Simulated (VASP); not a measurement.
# Te2Mo in VASP: further runs

The runs below take Te2Mo through single point, with PBE+D3(BJ).

Program: VASP 6.6.1. These are calculated values, not measurements. Logs are shortened: lines on timing, memory, paths and dates and some standing lists are left out, and cuts for length are marked.

**1. The cell of the first run**

The cell holds a slab with vacuum, 3 atoms: a = 3.504 Å, b = 3.504 Å, c = 33.270 Å, α = 90.00°, β = 90.00°, γ = 120.00°.

**2. Single point, PBE+D3(BJ)**

File INCAR:

```
SYSTEM = Te2Mo
PREC     = Accurate       ! precision mode
ENCUT    = 520            ! plane-wave cutoff, eV
EDIFF    = 1E-7           ! SCF threshold, eV
ISMEAR   = 0              ! smearing method
SIGMA    = 0.01           ! smearing width, eV
LREAL    = .False.        ! projectors in reciprocal space
LASPH    = .True.         ! aspherical terms in the spheres
NELM     = 100            ! most SCF steps
ALGO     = Normal         ! electronic algorithm
ISIF     = 2              ! what is computed and relaxed
LWAVE    = .False.        ! write WAVECAR
LCHARG   = .True.         ! write CHGCAR
LDIPOL   = .True.       
IDIPOL   = 3            
DIPOL    = 0.5 0.5 0.500
GGA      = PE             ! functional
IVDW     = 12             ! dispersion correction
LELF     = .True.         ! ELF
LVHAR    = .True.       
LVACPOTAV= .True.       
NBANDS   = 20             ! bands
```

File KPOINTS:

```
regular mesh
0
Gamma
  9 9 1
  0 0 0
```

File POSCAR:

```
Te2Mo
1.0
    3.5041870650      0.0000000000      0.0000000000
   -1.7520935325      3.0347150179      0.0000000000
    0.0000000000      0.0000000000     33.2702847619
Te Mo
2 1
Direct
    0.3333333333      0.6666666667      0.4453904144
    0.3333333333      0.6666666667      0.5546095856
    0.6666666667      0.3333333333      0.5000000000
```

Potentials or basis: VASP PAW PBE potentials, release 64 (Te, Mo_sv).

Run with:

```console
$ cat potpaw_PBE.64/Te/POTCAR potpaw_PBE.64/Mo_sv/POTCAR > POTCAR
$ mpirun -np 1 vasp_std > vasp.out
```

OUTCAR:

```text
SYSTEM = Te2Mo
   PREC = Accurate
   ENCUT = 520
   EDIFF = 1E-7
   ISMEAR = 0
   LREAL = .False.
   LASPH = .True.
   NELM = 100
   ISIF = 2
   GGA = PE
   IVDW = 12
 IVDW          = 12

 ion  position               nearest neighbor table
   1  0.333  0.667  0.445-   3 2.72   3 2.72   3 2.72   2 3.63
   2  0.333  0.667  0.555-   3 2.72   3 2.72   3 2.72   1 3.63
   3  0.667  0.333  0.500-   1 2.72   2 2.72   1 2.72   2 2.72   1 2.72   2 2.72

  LATTYP: Found a hexagonal cell.
 ALAT       =     3.5041870650
 C/A-ratio  =     9.4944374101

  Lattice vectors:

 A1 = (   3.5041870650,   0.0000000000,   0.0000000000)
 A2 = (  -1.7520935325,   3.0347150179,   0.0000000000)
 A3 = (   0.0000000000,   0.0000000000,  33.2702847619)

Analysis of symmetry for initial positions (statically):
=====================================================================
 Subroutine PRICEL returns:
 Original cell was already a primitive cell.

 Routine SETGRP: Setting up the symmetry group for a
 hexagonal supercell.

 Subroutine GETGRP returns: Found 12 space group operations
 (whereof 12 operations were pure point group operations)
 out of a pool of 24 trial point group operations.

The static configuration has the point symmetry D_3h.

Analysis of symmetry for dynamics (positions and initial velocities):
=====================================================================
 Subroutine PRICEL returns:
 Original cell was already a primitive cell.

 Routine SETGRP: Setting up the symmetry group for a
 hexagonal supercell.

 Subroutine GETGRP returns: Found 12 space group operations
 (whereof 12 operations were pure point group operations)
 out of a pool of 24 trial point group operations.

The dynamic configuration has the point symmetry D_3h.

 Subroutine INISYM returns: Found 12 space group operations
 (whereof 12 operations are pure point group operations),
 and found     1 'primitive' translations

----------------------------------------------------------------------------------------

                                     Primitive cell

  volume of cell :     353.8032

  direct lattice vectors                    reciprocal lattice vectors
     3.504187065  0.000000000  0.000000000     0.285372893  0.164760117  0.000000000
    -1.752093532  3.034715018  0.000000000     0.000000000  0.329520233  0.000000000
     0.000000000  0.000000000 33.270284762     0.000000000  0.000000000  0.030056851

  length of vectors
     3.504187065  3.504187065 33.270284762     0.329520233  0.329520233  0.030056851

  position of ions in fractional coordinates (direct lattice)
     0.333333333  0.666666667  0.445390414
     0.333333333  0.666666667  0.554609586
     0.666666667  0.333333333  0.500000000

  ion indices of the primitive-cell ions
   primitive index   ion index
                 1           1
                 2           2
                 3           3

----------------------------------------------------------------------------------------

 KPOINTS: regular mesh

Automatic generation of k-mesh.
 Grid dimensions read from file:
 generate k-points for:    9    9    1

 Generating k-lattice:

  Cartesian coordinates                     Fractional coordinates (reciprocal lattice)
     0.031708099  0.018306680  0.000000000     0.111111111  0.000000000  0.000000000
     0.000000000  0.036613359  0.000000000     0.000000000  0.111111111  0.000000000
     0.000000000  0.000000000  0.030056851     0.000000000  0.000000000  1.000000000

  Length of vectors
     0.036613359  0.036613359  0.030056851

  Shift w.r.t. Gamma in fractional coordinates (k-lattice)
     0.000000000  0.000000000  0.000000000

 Subroutine IBZKPT returns following result:
 ===========================================

 Found     12 irreducible k-points:

 Following reciprocal coordinates:
            Coordinates               Weight
  0.000000  0.000000  0.000000      1.000000
  0.111111  0.000000  0.000000      6.000000
  0.222222  0.000000  0.000000      6.000000
  0.333333  0.000000  0.000000      6.000000
  0.444444  0.000000  0.000000      6.000000
  0.111111  0.111111  0.000000      6.000000
  0.222222  0.111111  0.000000     12.000000
  0.333333  0.111111  0.000000     12.000000
  0.444444  0.111111  0.000000      6.000000
  0.222222  0.222222  0.000000      6.000000
  0.333333  0.222222  0.000000     12.000000
  0.333333  0.333333  0.000000      2.000000
   k-points           NKPTS =     12   k-points in BZ     NKDIM =     12   number of bands    NBANDS=     20
   number of dos      NEDOS =    301   number of ions     NIONS =      3
   total plane-waves  NPLWV = 196000
   dimension x,y,z NGX =    28 NGY =   28 NGZ =  250
   dimension x,y,z NGXF=    56 NGYF=   56 NGZF=  500
   ions per type =               2   1
   NGX,Y,Z   is equivalent  to a cutoff of  13.28, 13.28, 12.49 a.u.
   NGXF,Y,Z  is equivalent  to a cutoff of  26.57, 26.57, 24.98 a.u.
 SYSTEM =  Te2Mo
   PREC   = accura    normal or accurate (medium, high low for compatibility)
   ISTART =      0    job   : 0-new  1-cont  2-samecut
   ICHARG =      2    charge: 1-file 2-atom 10-const
   ISPIN  =      1    spin polarized calculation?
   LNONCOLLINEAR =      F non collinear calculations
   LSORBIT =      F    spin-orbit coupling
   LASPH  =      T    aspherical Exc in radial PAW
   ENCUT  =  520.0 eV  38.22 Ry    6.18 a.u.   6.52  6.52 61.86*2*pi/ulx,y,z
   NELM   =    100;   NELMIN=  2; NELMDL= -5     # of ELM steps
   EDIFF  = 0.1E-06   stopping-criterion for ELM
   LREAL  =      F    real-space projection
   EDIFFG = 0.1E-05   stopping-criterion for IOM
   NSW    =      0    number of steps for IOM
   IBRION =     -1    ionic relax: 0-MD 1-quasi-New 2-CG
   NFREE  =      0    steps in history (QN), initial steepest desc. (CG)
   ISIF   =      2    stress and relaxation
   ISYM   =      2    0-nonsym 1-usesym 2-fastsym
   POTIM  = 0.5000    time-step for ionic-motion
   TEBEG  =    0.0;   TEEND  =   0.0 temperature during run
   PSTRESS=    0.0 pullay stress
   NELECT =      26.0000    total number of electrons
   NUPDOWN=      -1.0000    fix difference up-down
   EMIN   =  10.00;   EMAX   =-10.00  energy-range for DOS
   EFERMI =   0.00;   METHOD = LEGACY
   ISMEAR =     0;   SIGMA  =   0.01  broadening in eV -4-tet -1-fermi 0-gaus
   EFERMI_NEDOS =   21; number of points for ismear=-14 and -15
   IALGO  =     38    algorithm
   IMIX   =      4    mixing-type and parameters
     AMIX     =   0.40;   BMIX     =  1.00
     AMIX_MAG =   1.60;   BMIX_MAG =  1.00
  volume/ion in A,a.u.               =     117.93       795.86
  Fermi-wavevector in a.u.,A,eV,Ry     =   0.685718  1.295819  6.397579  0.470209
  Thomas-Fermi vector in A             =   1.765739
   LORBIT       =      0    0 simple, 1 ext, 2 COOP (PROOUT), +10 PAW based schemes
   GGA     = PE    functional components
   LHFCALC =     F    Hartree Fock is set to
   AEXX    =    0.0000 exact exchange contribution
   IVDW    =    12    specifies the selected vdW correction
   LEPSILON=     F    determine dielectric tensor
   LRPA    =     F    only Hartree local field effects (RPA)
 non-spin polarized calculation
 Gauss-broadening in eV      SIGMA  =   0.01
  energy-cutoff  :      520.00
  volume of cell :      353.80
 maximum number of plane-waves:      9651
 NGX is ok and might be reduce to    28
   NGX = 13   NGY = 13   NGZ =123

 dipolmoment           0.000000      0.000000      0.000000 electrons x Angstroem

 number of electron      26.0000002 magnetization

 dipolmoment           0.000000      0.000000     -0.000000 electrons x Angstroem

 Free energy of the ion-electron system (eV)
  ---------------------------------------------------
  ext. energy  EPLUGINS =         0.00000000
  ---------------------------------------------------
  free energy    TOTEN  =       -18.00859758 eV

  energy without entropy =      -18.00859758  energy(sigma->0) =      -18.00859758

 E-fermi :  -2.0145     XC(G=0):  -2.5527

 val. band max:       -2.1181908340   @ k =   0.3333   0.3333   0.0000
 cond. band min:      -0.9301623548   @ k =   0.3333   0.3333   0.0000
 fundamental gap:      1.1880284793
 Fermi energy:        -2.0145467465

 k-point     1 :       0.0000    0.0000    0.0000
  band No.  band energies     occupation
      1     -62.7725      2.00000
      2     -36.9486      2.00000
      3     -36.8054      2.00000
      4     -36.8054      2.00000
      5     -14.8206      2.00000
      6     -13.8906      2.00000
[... 12 lines left out ...]
     19       2.2964      0.00000
     20       2.7691      0.00000

 k-point     2 :       0.1111    0.0000    0.0000
  band No.  band energies     occupation
      1     -62.7713      2.00000
      2     -36.9451      2.00000
      3     -36.8213      2.00000
      4     -36.8091      2.00000
      5     -14.6453      2.00000
      6     -13.7672      2.00000
[... 12 lines left out ...]
     19       2.5076      0.00000
     20       2.9734      0.00000

 k-point     3 :       0.2222    0.0000    0.0000
  band No.  band energies     occupation
      1     -62.7682      2.00000
      2     -36.9363      2.00000
      3     -36.8613      2.00000
      4     -36.8184      2.00000
      5     -14.1491      2.00000
      6     -13.4198      2.00000
[... 12 lines left out ...]
     19       3.1066      0.00000
     20       3.5723      0.00000

 k-point     4 :       0.3333    0.0000    0.0000
  band No.  band energies     occupation
      1     -62.7648      2.00000
      2     -36.9263      2.00000
      3     -36.9065      2.00000
      4     -36.8290      2.00000
      5     -13.4453      2.00000
      6     -12.9368      2.00000
[... 12 lines left out ...]
     19       3.7213      0.00000
     20       3.8770      0.00000

 k-point     5 :       0.4444    0.0000    0.0000
  band No.  band energies     occupation
      1     -62.7625      2.00000
      2     -36.9357      2.00000
      3     -36.9197      2.00000
      4     -36.8360      2.00000
      5     -12.8343      2.00000
      6     -12.5384      2.00000
[... 12 lines left out ...]
     19       3.8199      0.00000
     20       4.3088      0.00000

 k-point     6 :       0.1111    0.1111    0.0000
  band No.  band energies     occupation
      1     -62.7691      2.00000
      2     -36.9390      2.00000
      3     -36.8478      2.00000
      4     -36.8170      2.00000
      5     -14.3089      2.00000
      6     -13.5312      2.00000
[... 12 lines left out ...]
     19       2.9211      0.00000
     20       3.3752      0.00000

 k-point     7 :       0.2222    0.1111    0.0000
  band No.  band energies     occupation
      1     -62.7659      2.00000
      2     -36.9296      2.00000
      3     -36.8872      2.00000
      4     -36.8302      2.00000
      5     -13.7023      2.00000
      6     -13.1094      2.00000
[... 12 lines left out ...]
     19       3.6785      0.00000
     20       4.1739      0.00000

 k-point     8 :       0.3333    0.1111    0.0000
  band No.  band energies     occupation
      1     -62.7630      2.00000
      2     -36.9213      2.00000
      3     -36.9213      2.00000
      4     -36.8420      2.00000
      5     -13.0134      2.00000
      6     -12.6457      2.00000
[... 12 lines left out ...]
     19       4.2682      0.00000
     20       4.3900      0.00000

 k-point     9 :       0.4444    0.1111    0.0000
  band No.  band energies     occupation
      1     -62.7619      2.00000
      2     -36.9348      2.00000
      3     -36.9180      2.00000
      4     -36.8467      2.00000
      5     -12.6675      2.00000
      6     -12.4240      2.00000
[... 12 lines left out ...]
     19       4.5903      0.00000
     20       5.0385      0.00000

 k-point    10 :       0.2222    0.2222    0.0000
  band No.  band energies     occupation
      1     -62.7632      2.00000
      2     -36.9219      2.00000
      3     -36.9092      2.00000
      4     -36.8509      2.00000
      5     -13.0893      2.00000
      6     -12.6892      2.00000
[... 12 lines left out ...]
     19       4.2416      0.00000
     20       4.4554      0.00000

 k-point    11 :       0.3333    0.2222    0.0000
  band No.  band energies     occupation
      1     -62.7615      2.00000
      2     -36.9199      2.00000
      3     -36.9169      2.00000
      4     -36.8680      2.00000
      5     -12.5896      2.00000
      6     -12.3553      2.00000
[... 12 lines left out ...]
     19       4.2270      0.00000
     20       4.8635      0.00000

 k-point    12 :       0.3333    0.3333    0.0000
  band No.  band energies     occupation
      1     -62.7609      2.00000
      2     -36.9151      2.00000
      3     -36.9072      2.00000
      4     -36.8905      2.00000
      5     -12.4102      2.00000
      6     -12.2293      2.00000
[... 12 lines left out ...]
     19       3.0174      0.00000
     20       5.1767      0.00000

------------------------ aborting loop because EDIFF is reached ----------------------------------------

 vacuum level on the upper side and lower side of the slab       (xc-potential included)        -0.104        -0.104

 Edisp (eV)   -1.20169

 E8    (eV) :    -0.5850

  FORCE on cell =-STRESS in cart. coord.  units (eV):
  Direction    XX          YY          ZZ          XY          YZ          ZX
  --------------------------------------------------------------------------------------
  -------------------------------------------------------------------------------------
  Total      -0.00863    -0.00863     0.03451     0.00000     0.00000     0.00000
  in kB      -0.03907    -0.03907     0.15627     0.00000     0.00000     0.00000
  external pressure =        0.03 kB  Pullay stress =        0.00 kB

 VOLUME and BASIS-vectors are now :
 -----------------------------------------------------------------------------
  energy-cutoff  :      520.00
  volume of cell :      353.80
      direct lattice vectors                 reciprocal lattice vectors
     3.504187065  0.000000000  0.000000000     0.285372893  0.164760117  0.000000000
    -1.752093532  3.034715018  0.000000000     0.000000000  0.329520233  0.000000000
     0.000000000  0.000000000 33.270284762     0.000000000  0.000000000  0.030056851

 POSITION                                       TOTAL-FORCE (eV/Angst)
 -----------------------------------------------------------------------------------
     -0.00000      2.02314     14.81827        -0.000000     -0.000000     -0.012501
     -0.00000      2.02314     18.45202        -0.000000      0.000000      0.012501
      1.75209      1.01157     16.63514         0.000000      0.000000      0.000000
 -----------------------------------------------------------------------------------
    total drift:                               -0.000000      0.000000      0.000000

  FREE ENERGIE OF THE ION-ELECTRON SYSTEM (eV)
  ---------------------------------------------------
  free  energy   TOTEN  =       -19.2102870643 eV

  energy  without entropy=      -19.2102870643  energy(sigma->0) =      -19.21028706

 vacuum level on the upper side and lower side of the slab         2.720         2.720
```

It took 93 s on 1 thread of Intel Xeon 6975P-C (Granite Rapids), shared host; peak memory 0.48 GiB.

Results:

- Free energy: -19.2103 eV
- Largest force: 0.013 eV/Å
- Band gap on the k mesh: 1.19 eV
- Dispersion energy per atom: -0.401 eV
- Ionisation potential of the upper face: 4.84 eV

Forces in eV/Å, atoms in the order of the input:
```
Te   0.000  0.000 -0.013
Te   0.000  0.000  0.013
Mo   0.000  0.000  0.000
```

Caveat: spin-orbit coupling is left out, which moves the levels of the heavy elements.

**3. Single point, PBE+D3(BJ)**

File INCAR:

```
PREC = Accurate
ENCUT = 520
EDIFF = 1E-6
ISMEAR = 0
SIGMA = 0.01
LREAL = F
LASPH = T
NELM = 80
ALGO = Normal
ISIF = 2
LWAVE = F
LCHARG = F
LDIPOL = T
IDIPOL = 3
DIPOL = 0.5 0.5 0.500
GGA = PE
IVDW = 12
NBANDS = 20
```

File KPOINTS:

```
Automatic mesh
0
Gamma
  9 9 1
```

File POSCAR:

```
Te2Mo
1.0
    3.5038242624      0.0000000000      0.0000000000
   -1.7519121312      3.0344008216      0.0000000000
    0.0000000000      0.0000000000     33.2702847619
Te Mo
2 1
Direct
    0.3333333333      0.6666666667      0.4453867189
    0.3333333333      0.6666666667      0.5546132811
    0.6666666667      0.3333333333      0.5000000000
```

Potentials or basis: VASP PAW PBE potentials, release 64 (Te, Mo_sv).

Run with:

```console
$ cat potpaw_PBE.64/Te/POTCAR potpaw_PBE.64/Mo_sv/POTCAR > POTCAR
$ mpirun -np 1 vasp_std > vasp.out
```

Wall time 78 s (1 thread of Intel Xeon 6975P-C (Granite Rapids), shared host); peak memory 0.49 GiB.

The run converged. Its results:

| Property | Result |
| --- | --- |
| Free energy | -19.2103 eV |
| Largest force | 0.013 eV/Å |
| Band gap on the k mesh | 1.19 eV |
| Dispersion energy per atom | -0.401 eV |

Forces in eV/Å, atoms in the order of the input:
```
Te   0.000  0.000 -0.013
Te   0.000  0.000  0.013
Mo   0.000  0.000  0.000
```

Levels at points of the mesh, in eV from the valence-band top:
| k point | band 9 | band 10 | band 11 | band 12 | band 13 | band 14 | band 15 | band 16 | band 17 | band 18 |
| --- | --- | --- | --- | --- | --- | --- | --- | --- | --- | --- |
| (0.00, 0.00, 0.00) | -1.60 | -1.60 | -0.82 | -0.82 | -0.58 | 3.21 | 3.21 | 3.48 | 3.48 | 4.16 |

Caveat: spin-orbit coupling is left out, which moves the levels of the heavy elements.
